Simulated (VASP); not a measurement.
**IrC (zincblende type): single point with PBE**

IrC (zincblende type):

```xyz
2
Lattice="0.0000 2.3106 2.3106 2.3106 0.0000 2.3106 2.3106 2.3106 0.0000" Properties=species:S:1:pos:R:3 pbc="T T T"
Ir    0.0000    0.0000    0.0000
C     1.1553    1.1553    1.1553
```

- Program: VASP 6.6.1
- Task: single point
- Functional: PBE
- Potentials or basis: VASP PAW PBE potentials, release 64 (Ir, C)
- Cutoff: 520 eV
- k mesh: 16 × 16 × 16
- Occupations: fermi-dirac, width 0.08 eV
- Spin: no spin polarisation

The pressure is 1.9 GPa and the band gap on the k mesh is zero (an odd number of electrons rules out a gap without spin polarisation).

Levels at points of the mesh, in eV from the Fermi level:
| k point | band 2 | band 3 | band 4 | band 5 | band 6 | band 7 | band 8 | band 9 | band 10 | band 11 |
| --- | --- | --- | --- | --- | --- | --- | --- | --- | --- | --- |
| (0.00, 0.00, 0.00) | -6.68 | -6.68 | -6.68 | -2.39 | -2.39 | 3.50 | 6.27 | 6.27 | 6.27 | 13.68 |
| (0.50, 0.00, 0.00) | -6.14 | -6.01 | -6.01 | -1.79 | -1.79 | -0.93 | 3.70 | 3.70 | 6.64 | 10.88 |
| (0.50, 0.50, 0.00) | -7.89 | -3.87 | -3.87 | -3.09 | -1.32 | -0.21 | 0.70 | 0.70 | 10.50 | 12.18 |

It took 44 s on 1 thread of Oxide Virtual Turin-like Processor, on a shared host, peak memory 0.15 GiB.

Caveat: spin-orbit coupling is left out, which moves the levels of the heavy elements.
